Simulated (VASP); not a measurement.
Crystal: HfZnS3.

```xyz
5
Lattice="5.5731 0.0000 0.0000 0.0000 5.5731 0.0000 0.0000 0.0000 5.5731" Properties=species:S:1:pos:R:3 pbc="T T T"
Zn    0.0000    0.0000    0.0000
Hf    2.7866    2.7866    2.7866
S     2.7866    2.7866    0.0000
S     2.7866    0.0000    2.7866
S     0.0000    2.7866    2.7866
```

* Program: VASP 6.6.1
* Task: relaxation of cell and atoms
* Functional: PBEsol
* Potentials or basis: VASP PAW PBE potentials, release 64 (Zn, Hf_pv, S)
* Cutoff: 600 eV
* k mesh: 4 × 4 × 4
* Occupations: fermi-dirac, width 0.03 eV
* Spin: no spin polarisation

At the start: pressure -12.5 GPa; volume 34.62 Å³/atom.

Question: Where does the relaxation end?

Answer: Over 3 steps the energy falls by 647.4 meV/atom and the volume is 23.20 Å³/atom (-33.0 %); space group Pm-3m (No. 221, to 0.1 Å) before and after.

The path:
| step | energy change (eV) | largest force (eV/Å) | pressure (GPa) | volume (Å³) |
| --- | --- | --- | --- | --- |
| 1 | 0.0000 | 0.0000 | -12.54 | 173.10 |
| 2 | -3.2249 | 0.0000 | 1.66 | 113.69 |
| 3 | -3.2371 | 0.0000 | 0.05 | 116.00 |

Final structure:
```
CELL_PARAMETERS angstrom
4.87704 0.00000 0.00000
0.00000 4.87704 0.00000
0.00000 0.00000 4.87704
ATOMIC_POSITIONS crystal
Zn 0.00000 0.00000 0.00000
Hf 0.50000 0.50000 0.50000
S 0.50000 0.50000 0.00000
S 0.50000 0.00000 0.50000
S 0.00000 0.50000 0.50000
```

Caveat: the volume moved by over 15 % at a fixed basis, so the end points are rough; the PAW data sets were made with another functional, which shifts forces and pressure a little.
